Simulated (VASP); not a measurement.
Set up this calculation in VASP 6.6.1, as the native input.

| Item | Value |
| --- | --- |
| Task | relaxation of cell and atoms |
| Functional | r2SCAN |
| Potentials or basis | VASP PAW PBE potentials, release 64 (Sr_sv, Ti_sv, O) |
| Cutoff | 600 eV |
| k mesh | 8 × 8 × 8 |
| Occupations | gaussian, width 0.01 eV |
| Spin | no spin polarisation |
| Target pressure | 0.72 GPa |
| Dipole correction | no |
| Further INCAR settings | ALGO = Normal; EDIFF = 1e-06; IBRION = 2; EDIFFG = -0.002; NSW = 80; ISIF = 3 |

SrTiO3:

```
CELL_PARAMETERS angstrom
3.90222 0.00000 0.00000
0.00000 3.90222 0.00000
0.00000 0.00000 3.90222
ATOMIC_POSITIONS crystal
Sr 0.50000 0.50000 0.50000
Ti 0.00000 0.00000 0.00000
O 0.50000 0.00000 0.00000
O 0.00000 0.50000 0.00000
O 0.00000 0.00000 0.50000
```

The input as run:

POSCAR

```
SrTiO3
1.0
    3.9022219870      0.0000000000      0.0000000000
    0.0000000000      3.9022219870      0.0000000000
    0.0000000000      0.0000000000      3.9022219870
Sr Ti O
1 1 3
Direct
    0.5000000000      0.5000000000      0.5000000000
    0.0000000000      0.0000000000      0.0000000000
    0.5000000000      0.0000000000      0.0000000000
    0.0000000000      0.5000000000      0.0000000000
    0.0000000000      0.0000000000      0.5000000000
```

INCAR.step1

```
ALGO = Normal
EDIFF = 1E-4
ENCUT = 600
GGA = PE
ISMEAR = 0
LASPH = T
LCHARG = F
LREAL = F
LWAVE = T
NELM = 60
PREC = Accurate
SIGMA = 0.01
```

INCAR.step2

```
ALGO = Normal
EDIFF = 1E-6
EDIFFG = -0.002
ENCUT = 600
IBRION = 2
ISIF = 3
ISMEAR = 0
ISTART = 1
LASPH = T
LCHARG = F
LMIXTAU = T
LREAL = F
LWAVE = F
METAGGA = R2SCAN
NELM = 60
NSW = 80
PREC = Accurate
PSTRESS = 7.199999999999999
SIGMA = 0.01
```

KPOINTS

```
k-points
0
Gamma
  8 8 8
```

Potentials or basis: VASP PAW PBE potentials, release 64 (Sr_sv, Ti_sv, O).

Command:

```sh
$ cat potpaw_PBE.64/Sr_sv/POTCAR potpaw_PBE.64/Ti_sv/POTCAR potpaw_PBE.64/O/POTCAR > POTCAR
$ cp INCAR.step1 INCAR
$ mpirun -np 1 vasp_std > vasp.out
$ cp INCAR.step2 INCAR
$ mpirun -np 1 vasp_std > vasp.out
```

It gave:

The relaxed volume is 11.93 Å³/atom. The relaxed cell is a = 3.907 Å, b = 3.907 Å, c = 3.907 Å, α = 90.00°, β = 90.00°, γ = 90.00° and the space group after relaxing (to 0.1 Å) is Pm-3m (No. 221). The energy change on relaxing (the run minimises the enthalpy) is -0.3 meV/atom. The ionic steps are 3. The pressure after relaxing is 0.7 GPa and the band gap on the k mesh is 2.27 eV (least direct gap 2.66 eV).

Caveat: the cell is relaxed towards a set pressure, so the run minimises the enthalpy, not the energy; the PAW data sets were made with another functional, which shifts forces and pressure a little.

It took 6 min on 1 thread of Intel Xeon 8259CL, with other jobs on the host, peak memory 0.24 GiB.
